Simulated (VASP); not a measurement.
# CsCu4 (Pm-3m) in VASP: a series of runs, part 2 of 2

VASP 6.6.1. Earlier steps stand in the parts before.

## (4) Relaxation of cell and atoms, PBE

Contents of INCAR:

```
SYSTEM = CsCu4
PREC = Accurate ; ENCUT = 600
EDIFF = 1E-6 ; ISMEAR = 0
SIGMA = 0.1 ; LREAL = .False.
LASPH = .True. ; NELM = 80
ALGO = Fast ; ISIF = 3
LWAVE = .False. ; LCHARG = .False.
GGA = PE ; IBRION = 2
NSW = 90 ; EDIFFG = -0.04
```

Contents of KPOINTS:

```
regular mesh
0
Gamma
  4 4 4
  0 0 0
```

Contents of POSCAR:

```
CsCu4
1.0
    4.5171416600      0.0000000000      0.0000000000
    0.0000000000      4.5171416600      0.0000000000
    0.0000000000      0.0000000000      4.5171416600
Cs Cu
1 4
Direct
    0.5000000000      0.5000000000      0.5000000000
    0.0000000000      0.5000000000      0.5000000000
    0.5000000000      0.5000000000      0.0000000000
    0.5000000000      0.0000000000      0.5000000000
    0.0000000000      0.0000000000      0.0000000000
```

Potentials or basis: VASP PAW PBE potentials, release 64 (Cs_sv, Cu).

Command:

```bash
> cat potpaw_PBE.64/Cs_sv/POTCAR potpaw_PBE.64/Cu/POTCAR > POTCAR
> mpirun -np 1 vasp_std > vasp.out
```

OUTCAR:

```text
SYSTEM = CsCu4
   PREC = Accurate
   ENCUT = 600
   EDIFF = 1E-6
   ISMEAR = 0
   LREAL = .False.
   LASPH = .True.
   NELM = 80
   ISIF = 3
   GGA = PE
   IBRION = 2
   NSW = 90
   EDIFFG = -0.04

 ion  position               nearest neighbor table
   1  0.500  0.500  0.500-   2 2.26   3 2.26   4 2.26   3 2.26   4 2.26   2 2.26
   2  0.000  0.500  0.500-   1 2.26   1 2.26
   3  0.500  0.500  0.000-   1 2.26   1 2.26
   4  0.500  0.000  0.500-   1 2.26   1 2.26
   5  0.000  0.000  0.000-

  LATTYP: Found a simple cubic cell.
 ALAT       =     4.5171416600

  Lattice vectors:

 A1 = (   4.5171416600,   0.0000000000,   0.0000000000)
 A2 = (   0.0000000000,   4.5171416600,   0.0000000000)
 A3 = (   0.0000000000,   0.0000000000,   4.5171416600)

Analysis of symmetry for initial positions (statically):
[... 171 lines left out ...]
 cond. band min:       5.0188138650   @ k =   0.2500   0.0000   0.0000
 fundamental gap:      0.0436675802
 Fermi energy:         4.9850522164

 k-point     1 :       0.0000    0.0000    0.0000
  band No.  band energies     occupation
      1     -19.4233      2.00000
      2      -6.3541      2.00000
      3      -6.3541      2.00000
      4      -6.3541      2.00000
      5      -0.6218      2.00000
      6       0.0331      2.00000
[... 445 lines left out ...]
--------------------------------------- Ionic step        4  -------------------------------------------

 number of electron      52.9999997 magnetization

 Free energy of the ion-electron system (eV)
  ---------------------------------------------------
  ext. energy  EPLUGINS =         0.00000000
  ---------------------------------------------------
  free energy    TOTEN  =        -5.51902613 eV

  energy without entropy =       -5.49560797  energy(sigma->0) =       -5.50731705

 E-fermi :   0.9151     XC(G=0):  -8.0982

 val. band max:        0.8767700253   @ k =   0.5000   0.2500   0.0000
 cond. band min:       1.0848634100   @ k =   0.5000   0.2500   0.2500
 fundamental gap:      0.2080933847
 Fermi energy:         0.9151357609

 k-point     1 :       0.0000    0.0000    0.0000
  band No.  band energies     occupation
      1     -21.4332      2.00000
      2      -8.5423      2.00000
      3      -8.5423      2.00000
      4      -8.5423      2.00000
      5      -2.3715      2.00000
      6      -1.5570      2.00000
[... 361 lines left out ...]
  FREE ENERGIE OF THE ION-ELECTRON SYSTEM (eV)
  ---------------------------------------------------
  free  energy   TOTEN  =        -5.5190261325 eV

  energy  without entropy=       -5.4956079673  energy(sigma->0) =       -5.50731705

 reached required accuracy - stopping structural energy minimisation
```

OSZICAR:

```text
N       E                     dE             d eps       ncg     rms          rms(c)
DAV:   1     0.506008624238E+03    0.50601E+03   -0.26050E+04   620   0.274E+03
DAV:   2     0.568539218780E+02   -0.44915E+03   -0.44134E+03   628   0.484E+02
DAV:   3    -0.161084563777E+01   -0.58465E+02   -0.56565E+02   813   0.217E+02
[... 67 lines left out ...]
RMM:  11    -0.551900839931E+01   -0.27913E-04   -0.43855E-04   751   0.137E-01    0.146E-02
RMM:  12    -0.551903510848E+01   -0.26709E-04   -0.21091E-04   659   0.162E-01    0.300E-02
RMM:  13    -0.551902182158E+01    0.13287E-04   -0.13924E-04   639   0.132E-01    0.280E-03
RMM:  14    -0.551902571664E+01   -0.38951E-05   -0.43948E-05   671   0.265E-02    0.244E-03
RMM:  15    -0.551902613245E+01   -0.41581E-06   -0.67274E-06   480   0.147E-02
   4 F= -.55190261E+01 E0= -.55073170E+01  d E =-.334931E+01
```

It took 4.1 min on 1 thread of AMD EPYC 7R43 (Zen 3), shared host; peak memory 0.19 GiB.

Results:

```yaml
Free_energy: -5.5190 eV
Relaxed_volume: 32.40 Å³/atom
Relaxed_cell: a = 5.452 Å, b = 5.452 Å, c = 5.452 Å, α = 90.00°, β = 90.00°, γ = 90.00°
Space_group_after_relaxing_to_0.1_Å: Pm-3m (No. 221)
Energy_gained_by_relaxing: 669.9 meV/atom
Ionic_steps: 4
Pressure_after_relaxing: 0.1 GPa
Band_gap_on_the_k_mesh: zero (an odd number of electrons rules out a gap without spin polarisation)
```

Step by step:
| step | energy change (eV) | largest force (eV/Å) | pressure (GPa) | volume (Å³) |
| --- | --- | --- | --- | --- |
| 1 | 0.0000 | 0.0000 | 27.99 | 92.17 |
| 2 | -3.2406 | 0.0000 | 1.81 | 142.16 |
| 3 | -3.2985 | 0.0000 | 1.16 | 148.59 |
| 4 | -3.3493 | 0.0000 | 0.12 | 162.02 |

Final structure:
```
CELL_PARAMETERS angstrom
5.45161 0.00000 0.00000
0.00000 5.45161 0.00000
0.00000 0.00000 5.45161
ATOMIC_POSITIONS crystal
Cs 0.50000 0.50000 0.50000
Cu 0.00000 0.50000 0.50000
Cu 0.50000 0.50000 0.00000
Cu 0.50000 0.00000 0.50000
Cu 0.00000 0.00000 0.00000
```

Levels at points of the mesh, in eV from the Fermi level:
| k point | band 24 | band 25 | band 26 | band 27 | band 28 | band 29 | band 30 | band 31 |
| --- | --- | --- | --- | --- | --- | --- | --- | --- |
| (0.00, 0.00, 0.00) | -0.97 | -0.97 | -0.14 | -0.14 | 1.81 | 2.66 | 2.66 | 2.66 |
| (0.50, 0.00, 0.00) | -1.01 | -0.97 | -0.90 | -0.17 | 2.44 | 2.44 | 3.31 | 4.06 |
| (0.50, 0.50, 0.00) | -0.98 | -0.76 | -0.56 | 0.34 | 0.34 | 2.97 | 3.04 | 3.04 |
| (0.50, 0.50, 0.50) | -0.96 | 0.25 | 0.27 | 0.27 | 0.27 | 1.24 | 1.24 | 1.24 |

Caveat: the volume moved by over 15 % at a fixed basis, so the end points are rough; spin-orbit coupling is left out, which moves the levels of the heavy elements.

## (5) Overview

| task | cell | cutoff (eV) | gap on the mesh (eV) | pressure (GPa) |
| --- | --- | --- | --- | --- |
| single point | a = 4.517 Å, 5 atoms | 520 | none | 28.0 |
| single point | a = 5.472 Å, 5 atoms | 520 | none | 0.2 |
| relaxation of cell and atoms | relaxed from a = 4.517 Å, 5 atoms | 600 | none | 0.1 |

Alike in all rows: level PBE; potentials or basis VASP PAW PBE potentials, release 64 (Cs_sv, Cu); no spin polarisation; k mesh 4 × 4 × 4; smearing gaussian 0.1 eV.

Caveats: spin-orbit coupling is left out, which moves the levels of the heavy elements; the cell stands under pressure (at least some runs); the volume moved by over 15 % at a fixed basis, so the end points are rough (at least some runs).

Absolute energies hang on the potentials; compare differences alone.
